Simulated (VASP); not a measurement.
# K (R-3m) in VASP: further runs, part 2 of 2

VASP 6.6.1. Earlier steps stand in the parts before.

### 3 Single point, PBE+D3(BJ)

This run uses another cell than the first one, of the same volume but with other edges.

Input file INCAR:

```
PREC = Accurate ; ENCUT = 520
EDIFF = 1E-6 ; ISMEAR = 0
SIGMA = 0.15 ; LREAL = False
LASPH = True ; NELM = 100
ALGO = Normal ; ISIF = 2
LWAVE = False ; LCHARG = True
GGA = PE ; IVDW = 12
LELF = True ; LVHAR = True
NBANDS = 10
```

Input file KPOINTS:

```
regular mesh
0
Gamma
  14 14 14
```

Input file POSCAR:

```
K
1.0
   -0.7350668693      3.0670031443      3.0670031443
    3.0670031443     -0.7350668693      3.0670031443
    3.0670031443      3.0670031443     -0.7350668693
K
1
Direct
    0.0000000000      0.0000000000      0.0000000000
```

Potentials or basis: VASP PAW PBE potentials, release 64 (K_sv).

Command:

```sh
> cat potpaw_PBE.64/K_sv/POTCAR > POTCAR
> mpirun -np 1 vasp_std > vasp.out
```

OUTCAR:

```text
PREC = Accurate
   ENCUT = 520
   EDIFF = 1E-6
   ISMEAR = 0
   LREAL = False
   LASPH = True
   NELM = 100
   ISIF = 2
   GGA = PE
   IVDW = 12
 IVDW          = 12

 ion  position               nearest neighbor table
   1  0.000  0.000  0.000-

  LATTYP: Found a trigonal (rhomboedric) cell.
 ALAT       =     4.3992431027
 COS(alpha) =     0.2530624440

  Lattice vectors:

 A1 = (  -0.7350668693,   3.0670031443,   3.0670031443)
 A2 = (   3.0670031443,  -0.7350668693,   3.0670031443)
 A3 = (   3.0670031443,   3.0670031443,  -0.7350668693)

Analysis of symmetry for initial positions (statically):
=====================================================================
 Subroutine PRICEL returns:
 Original cell was already a primitive cell.

 Routine SETGRP: Setting up the symmetry group for a
 trigonal (rhombohedral) supercell.

 Subroutine GETGRP returns: Found 12 space group operations
 (whereof 12 operations were pure point group operations)
 out of a pool of 12 trial point group operations.

The static configuration has the point symmetry D_3d.

Analysis of symmetry for dynamics (positions and initial velocities):
=====================================================================
 Subroutine PRICEL returns:
 Original cell was already a primitive cell.

 Routine SETGRP: Setting up the symmetry group for a
 trigonal (rhombohedral) supercell.

 Subroutine GETGRP returns: Found 12 space group operations
 (whereof 12 operations were pure point group operations)
 out of a pool of 12 trial point group operations.

The dynamic configuration has the point symmetry D_3d.

 Subroutine INISYM returns: Found 12 space group operations
 (whereof 12 operations are pure point group operations),
 and found     1 'primitive' translations

----------------------------------------------------------------------------------------

                                     Primitive cell

  volume of cell :      78.0456

  direct lattice vectors                    reciprocal lattice vectors
    -0.735066869  3.067003144  3.067003144    -0.113602559  0.149412061  0.149412061
     3.067003144 -0.735066869  3.067003144     0.149412061 -0.113602559  0.149412061
     3.067003144  3.067003144 -0.735066869     0.149412061  0.149412061 -0.113602559

  length of vectors
     4.399243103  4.399243103  4.399243103     0.239903042  0.239903042  0.239903042

  position of ions in fractional coordinates (direct lattice)
     0.000000000  0.000000000  0.000000000

  ion indices of the primitive-cell ions
   primitive index   ion index
                 1           1

----------------------------------------------------------------------------------------

 KPOINTS: regular mesh

Automatic generation of k-mesh.
 Grid dimensions read from file:
 generate k-points for:   14   14   14

 Generating k-lattice:

  Cartesian coordinates                     Fractional coordinates (reciprocal lattice)
    -0.008114468  0.010672290  0.010672290     0.071428571  0.000000000 -0.000000000
     0.010672290 -0.008114468  0.010672290     0.000000000  0.071428571 -0.000000000
     0.010672290  0.010672290 -0.008114468     0.000000000  0.000000000  0.071428571

  Length of vectors
     0.017135932  0.017135932  0.017135932

  Shift w.r.t. Gamma in fractional coordinates (k-lattice)
     0.000000000  0.000000000  0.000000000

 Subroutine IBZKPT returns following result:
 ===========================================

 Found    288 irreducible k-points:

 Following reciprocal coordinates:
            Coordinates               Weight
  0.000000  0.000000  0.000000      1.000000
  0.071429  0.000000  0.000000      6.000000
  0.142857  0.000000 -0.000000      6.000000
  0.214286  0.000000  0.000000      6.000000
  0.285714  0.000000  0.000000      6.000000
  0.357143  0.000000 -0.000000      6.000000
[... 16 lines left out ...]
  0.214286  0.142857 -0.000000     12.000000
  0.285714  0.142857  0.000000     12.000000
 [... further k-points ...]
   k-points           NKPTS =    288   k-points in BZ     NKDIM =    288   number of bands    NBANDS=     10
   number of dos      NEDOS =    301   number of ions     NIONS =      1
   total plane-waves  NPLWV =  46656
   dimension x,y,z NGX =    36 NGY =   36 NGZ =   36
   dimension x,y,z NGXF=    72 NGYF=   72 NGZF=   72
   ions per type =               1
   NGX,Y,Z   is equivalent  to a cutoff of  13.60, 13.60, 13.60 a.u.
   NGXF,Y,Z  is equivalent  to a cutoff of  27.21, 27.21, 27.21 a.u.
 SYSTEM =  unknown system
   PREC   = accura    normal or accurate (medium, high low for compatibility)
   ISTART =      0    job   : 0-new  1-cont  2-samecut
   ICHARG =      2    charge: 1-file 2-atom 10-const
   ISPIN  =      1    spin polarized calculation?
   LNONCOLLINEAR =      F non collinear calculations
   LSORBIT =      F    spin-orbit coupling
   LASPH  =      T    aspherical Exc in radial PAW
   ENCUT  =  520.0 eV  38.22 Ry    6.18 a.u.   8.18  8.18  8.18*2*pi/ulx,y,z
   NELM   =    100;   NELMIN=  2; NELMDL= -5     # of ELM steps
   EDIFF  = 0.1E-05   stopping-criterion for ELM
   LREAL  =      F    real-space projection
   EDIFFG = 0.1E-04   stopping-criterion for IOM
   NSW    =      0    number of steps for IOM
   IBRION =     -1    ionic relax: 0-MD 1-quasi-New 2-CG
   NFREE  =      0    steps in history (QN), initial steepest desc. (CG)
   ISIF   =      2    stress and relaxation
   ISYM   =      2    0-nonsym 1-usesym 2-fastsym
   POTIM  = 0.5000    time-step for ionic-motion
   TEBEG  =    0.0;   TEEND  =   0.0 temperature during run
   PSTRESS=    0.0 pullay stress
   NELECT =       9.0000    total number of electrons
   NUPDOWN=      -1.0000    fix difference up-down
   EMIN   =  10.00;   EMAX   =-10.00  energy-range for DOS
   EFERMI =   0.00;   METHOD = LEGACY
   ISMEAR =     0;   SIGMA  =   0.15  broadening in eV -4-tet -1-fermi 0-gaus
   EFERMI_NEDOS =   21; number of points for ismear=-14 and -15
   IALGO  =     38    algorithm
   IMIX   =      4    mixing-type and parameters
     AMIX     =   0.40;   BMIX     =  1.00
     AMIX_MAG =   1.60;   BMIX_MAG =  1.00
  volume/ion in A,a.u.               =      78.05       526.68
  Fermi-wavevector in a.u.,A,eV,Ry     =   0.796843  1.505815  8.639139  0.634959
  Thomas-Fermi vector in A             =   1.903445
   LORBIT       =      0    0 simple, 1 ext, 2 COOP (PROOUT), +10 PAW based schemes
   GGA     = PE    functional components
   LHFCALC =     F    Hartree Fock is set to
   AEXX    =    0.0000 exact exchange contribution
   IVDW    =    12    specifies the selected vdW correction
   LEPSILON=     F    determine dielectric tensor
   LRPA    =     F    only Hartree local field effects (RPA)
 non-spin polarized calculation
 Gauss-broadening in eV      SIGMA  =   0.15
  energy-cutoff  :      520.00
  volume of cell :       78.05
 maximum number of plane-waves:      2123
 NGX is ok and might be reduce to    36

 number of electron       9.0000001 magnetization

 Free energy of the ion-electron system (eV)
  ---------------------------------------------------
  ext. energy  EPLUGINS =         0.00000000
  ---------------------------------------------------
  free energy    TOTEN  =        -0.99408740 eV

  energy without entropy =       -0.98471642  energy(sigma->0) =       -0.98940191

 E-fermi :  -0.2210     XC(G=0):  -5.5046

 val. band max:       -0.2341385061   @ k =  -0.3571  -0.3571   0.0714
 cond. band min:      -0.2087247490   @ k =   0.4286   0.3571   0.0714
 fundamental gap:      0.0254137572
 Fermi energy:        -0.2209505645

 k-point     1 :       0.0000    0.0000    0.0000
  band No.  band energies     occupation
      1     -32.4847      2.00000
      2     -15.9310      2.00000
      3     -15.9310      2.00000
      4     -15.9306      2.00000
      5      -2.3094      2.00000
      6       3.0626      0.00000
      7       3.0626      0.00000
      8       5.2651      0.00000
      9       5.4775      0.00000
     10       5.4775      0.00000
[... 287 lines left out ...]
 k-point    24 :       0.2857    0.1429    0.0000
  band No.  band energies     occupation
      1     -32.4821      2.00000
      2     -15.9738      2.00000
      3     -15.9395      2.00000
      4     -15.9288      2.00000
      5      -1.4867      2.00000
      6       2.1150      0.00000
      7       3.2154      0.00000
      8       4.0361      0.00000
      9       5.1205      0.00000
     10       5.3634      0.00000

 [... further k-points ...]

------------------------ aborting loop because EDIFF is reached ----------------------------------------

 Edisp (eV)   -0.10410

 E8    (eV) :    -0.0556

  FORCE on cell =-STRESS in cart. coord.  units (eV):
  Direction    XX          YY          ZZ          XY          YZ          ZX
  --------------------------------------------------------------------------------------
  -------------------------------------------------------------------------------------
  Total      -0.14366    -0.14366    -0.14366     0.11711     0.11711     0.11711
  in kB      -2.94916    -2.94916    -2.94916     2.40415     2.40415     2.40415
  external pressure =       -2.95 kB  Pullay stress =        0.00 kB

 VOLUME and BASIS-vectors are now :
 -----------------------------------------------------------------------------
  energy-cutoff  :      520.00
  volume of cell :       78.05
      direct lattice vectors                 reciprocal lattice vectors
    -0.735066869  3.067003144  3.067003144    -0.113602559  0.149412061  0.149412061
     3.067003144 -0.735066869  3.067003144     0.149412061 -0.113602559  0.149412061
     3.067003144  3.067003144 -0.735066869     0.149412061  0.149412061 -0.113602559

 POSITION                                       TOTAL-FORCE (eV/Angst)
 -----------------------------------------------------------------------------------
      0.00000      0.00000      0.00000         0.000000      0.000000      0.000000
 -----------------------------------------------------------------------------------
    total drift:                               -0.000000     -0.000000     -0.000000

  FREE ENERGIE OF THE ION-ELECTRON SYSTEM (eV)
  ---------------------------------------------------
  free  energy   TOTEN  =        -1.0981872731 eV

  energy  without entropy=       -1.0888162958  energy(sigma->0) =       -1.09350178
```

OSZICAR:

```text
N       E                     dE             d eps       ncg     rms          rms(c)
DAV:   1     0.464853299952E+02    0.46485E+02   -0.35450E+03  5760   0.679E+02
DAV:   2     0.658017431504E+00   -0.45827E+02   -0.45160E+02  6162   0.191E+02
DAV:   3    -0.925227522585E+00   -0.15832E+01   -0.15765E+01  8734   0.288E+01
DAV:   4    -0.993199588243E+00   -0.67972E-01   -0.67535E-01  8120   0.475E+00
DAV:   5    -0.994399294268E+00   -0.11997E-02   -0.11994E-02  8720   0.525E-01    0.182E+00
DAV:   6    -0.994077052979E+00    0.32224E-03   -0.15503E-03  8986   0.247E-01    0.113E+00
DAV:   7    -0.994029454231E+00    0.47599E-04   -0.29694E-03  8816   0.338E-01    0.606E-02
DAV:   8    -0.994077444734E+00   -0.47991E-04   -0.14573E-04  7098   0.138E-01    0.252E-02
DAV:   9    -0.994089291663E+00   -0.11847E-04   -0.18474E-05  8704   0.318E-02    0.129E-02
DAV:  10    -0.994087451569E+00    0.18401E-05   -0.42416E-06  7978   0.166E-02    0.163E-03
DAV:  11    -0.994087400085E+00    0.51484E-07   -0.18658E-07  3972   0.304E-03
   1 F= -.10981873E+01 E0= -.10935018E+01  d E =-.937098E-02
```

stdout:

```text
POSCAR found type information on POSCAR K
 POSCAR found :  1 types and       1 ions
 scaLAPACK will be used
 LDA part: xc-table for (Slater+PW92), standard interpolation
 POSCAR, INCAR and KPOINTS ok, starting setup
 FFT: planning ... GRIDC
 FFT: planning ... GRID_SOFT
 FFT: planning ... GRID
 WAVECAR not read
 entering main loop
```

Wall time 4.3 min (1 thread of AMD EPYC 7R43 (Zen 3), shared host); peak memory 0.33 GiB.

What came out:

```yaml
Free_energy: -1.0982 eV
Pressure: -0.3 GPa
Dispersion_energy_per_atom: -0.104 eV
```

Caveat: pairwise dispersion overbinds metals, which lowers pressure and volume.
